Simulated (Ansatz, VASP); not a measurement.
## NaH in VASP and in Ansatz

INCAR

```
SYSTEM = NaH
PREC = Accurate
ENCUT = 520
EDIFF = 1E-6
ISMEAR = 0
SIGMA = 0.02
LREAL = .False.
LASPH = .True.
NELM = 60
ALGO = Normal
ISIF = 2
LWAVE = .False.
LCHARG = .False.
GGA = PE
NBANDS = 11
```

File KPOINTS:

```
Automatic mesh
0
Gamma
  8 8 8
  0 0 0
```

POSCAR

```
NaH
1.0
    0.0000000000      2.3667195372      2.3667195372
    2.3667195372      0.0000000000      2.3667195372
    2.3667195372      2.3667195372      0.0000000000
Na H
1 1
Direct
    0.0000000000      0.0000000000      0.0000000000
    0.5000000000      0.5000000000      0.5000000000
```

Input for Ansatz:

```yaml
crystal:
  lattice:
    - [0.0, 2.3667195372, 2.3667195372]
    - [2.3667195372, 0.0, 2.3667195372]
    - [2.3667195372, 2.3667195372, 0.0]
  atoms:
    - { symbol: Na, position: [0.0, 0.0, 0.0] }
    - { symbol: H, position: [0.5, 0.5, 0.5] }
basis:
  ecutwfc: 420
kpoints:
  mp_grid: { grid: [8, 8, 8] }
hamiltonian:
  xc: pbe
scf:
  occupations: { method: gaussian, width: 0.02 }
output:
  forces: true
  stress: true
  eigenvalues: true
```

Alike in both runs: task single point; functional PBE; k mesh 8 × 8 × 8; occupations gaussian, width 0.02 eV; no spin polarisation.

|  | VASP | Ansatz |
| --- | --- | --- |
| version | VASP 6.6.1 | Ansatz 0.2.0 |
| potentials or method | VASP PAW PBE potentials, release 64 (Na_pv, H), cutoff 520 eV | scalar-relativistic, plane waves, PAW |
| valence electrons in the cell | 8 | 10 |

VASP gave:

```
gap on the k mesh at the Fermi level (eV) : 3.87
least direct gap on the mesh (eV)         : 4.75
pressure (GPa)                            : 1.6
```

Which values does Ansatz return?

gap on the k mesh at the Fermi level (eV): 3.87; least direct gap on the mesh (eV): 4.76; pressure (GPa): 1.6.

VASP's potentials hold 8 valence electrons a cell and Ansatz's 10, so a difference there can come from the potentials and not from the codes.
